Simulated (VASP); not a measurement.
Wanted: the native input for a VASP 6.6.1 run.

```yaml
Task: single point
Functional: PBE
Potentials_or_basis: VASP PAW PBE potentials, release 64 (Ca_sv, Ru_pv)
Cutoff: 520 eV
k_mesh: 4 × 4 × 4
Occupations: gaussian, width 0.1 eV
Spin: no spin polarisation
Dipole_correction: no
Further_INCAR_settings: ALGO = Normal; EDIFF = 1e-07; NBANDS = 30
```

The structure of Ca3Ru lies in POSCAR:

```
Ca3Ru
1.0
    4.7377035596      0.0000000000      0.0000000000
    0.0000000000      4.7377035596      0.0000000000
    0.0000000000      0.0000000000      4.7377035596
Ca Ru
3 1
Direct
    0.0000000000      0.5000000000      0.5000000000
    0.5000000000      0.0000000000      0.5000000000
    0.5000000000      0.5000000000      0.0000000000
    0.0000000000      0.0000000000      0.0000000000
```

These files were run (other wordings do the same):

INCAR

```
SYSTEM = Ca3Ru
PREC     = Accurate       ! precision mode
ENCUT    = 520            ! plane-wave cutoff, eV
EDIFF    = 1E-7           ! SCF threshold, eV
ISMEAR   = 0              ! smearing method
SIGMA    = 0.1            ! smearing width, eV
LREAL    = .FALSE.        ! projectors in reciprocal space
LASPH    = .TRUE.         ! aspherical terms in the spheres
NELM     = 100            ! most SCF steps
ALGO     = Normal         ! electronic algorithm
ISIF     = 2              ! what is computed and relaxed
LWAVE    = .FALSE.        ! write WAVECAR
LCHARG   = .FALSE.        ! write CHGCAR
GGA      = PE             ! functional
NBANDS   = 30             ! bands
```

KPOINTS

```
regular mesh
0
G
  4 4 4
  0 0 0
```

Potentials or basis: VASP PAW PBE potentials, release 64 (Ca_sv, Ru_pv).

Command:

```bash
$ cat potpaw_PBE.64/Ca_sv/POTCAR potpaw_PBE.64/Ru_pv/POTCAR > POTCAR
$ mpirun -np 1 vasp_std > vasp.out
```

It gave:

The pressure is 0.0 GPa and the band gap on the k mesh is zero (band 22 reaches 4.70 eV, above the bottom of band 23 at 3.98 eV).

Wall time 27 s on 1 thread of AMD EPYC 9R45 96-Core Processor (Zen 5) (shared host), peak memory 0.18 GiB.
